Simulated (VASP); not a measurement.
A run of VASP 6.6.1 is set up as follows.

POSCAR

```
CuO
1.0
    2.0367544743     -2.0333980649      0.1597410624
    2.0367544743      2.0333980649      0.1597410624
   -0.3942813306      0.0000000000      5.1039014481
Cu O
2 2
Direct
    0.5000000000      0.0000000000      0.5000000000
    0.0000000000      0.5000000000      0.0000000000
    0.5003520903      0.4996479097      0.7500000000
    0.4996479097      0.5003520903      0.2500000000
```

INCAR.step1

```
SYSTEM = CuO
PREC     = Accurate       ! precision mode
ENCUT    = 520            ! plane-wave cutoff, eV
ISMEAR   = -1             ! smearing method
SIGMA    = 0.05           ! smearing width, eV
LREAL    = .False.        ! projectors in reciprocal space
LASPH    = .True.         ! aspherical terms in the spheres
NELM     = 100            ! most SCF steps
NBANDS   = 25             ! bands
GGA      = PE             ! functional
ALGO     = Normal         ! electronic algorithm
EDIFF    = 1E-4           ! SCF threshold, eV
LWAVE    = .True.         ! write WAVECAR
LCHARG   = .False.        ! write CHGCAR
```

File INCAR.step2:

```
SYSTEM = CuO
PREC     = Accurate       ! precision mode
ENCUT    = 520            ! plane-wave cutoff, eV
EDIFF    = 1E-7           ! SCF threshold, eV
ISMEAR   = -1             ! smearing method
SIGMA    = 0.05           ! smearing width, eV
LREAL    = .False.        ! projectors in reciprocal space
LASPH    = .True.         ! aspherical terms in the spheres
NELM     = 100            ! most SCF steps
ALGO     = Normal         ! electronic algorithm
ISIF     = 2              ! what is computed and relaxed
LWAVE    = .False.        ! write WAVECAR
LCHARG   = .True.         ! write CHGCAR
METAGGA  = R2SCAN         ! meta-GGA
LMIXTAU  = .True.       
IVDW     = 13             ! dispersion correction
VDW_S6   = 1.0          
VDW_S8   = 0.6018749    
VDW_A1   = 0.51559235   
VDW_A2   = 5.77342911   
LELF     = .True.         ! ELF
LVHAR    = .True.       
NBANDS   = 25             ! bands
ISTART   = 1
```

Contents of KPOINTS:

```
Automatic mesh
0
Gamma
  10 10 5
  0 0 0
```

Potentials or basis: VASP PAW PBE potentials, release 64 (Cu, O).

Run with:

```sh
$ cat potpaw_PBE.64/Cu/POTCAR potpaw_PBE.64/O/POTCAR > POTCAR
$ cp INCAR.step1 INCAR
$ mpirun -np 1 vasp_std > vasp.out
$ cp INCAR.step2 INCAR
$ mpirun -np 1 vasp_std > vasp.out
```

Problem. Predict the band gap on the k mesh.

Solution. Zero (band 17 reaches 5.91 eV, above the bottom of band 18 at 4.96 eV).

Problem. Estimate the pressure.

Solution. 1.0 GPa.

Problem. Estimate the dispersion energy per atom.

Solution. -0.115 eV.

Stress tensor (GPa, compression positive):
```
 0.83  0.00 -0.04
 0.00  0.85  0.00
-0.04  0.00  1.29
```

Caveat: the PAW data sets were made with another functional, which shifts forces and pressure a little; semilocal functionals often make such compounds metallic where correlation or magnetic order opens a gap, which also shifts bond lengths; pairwise dispersion overbinds metals, which lowers pressure and volume. With open d or f shells a metallic result of r2SCAN can be an artefact of self-interaction; +U or a hybrid may open a gap.
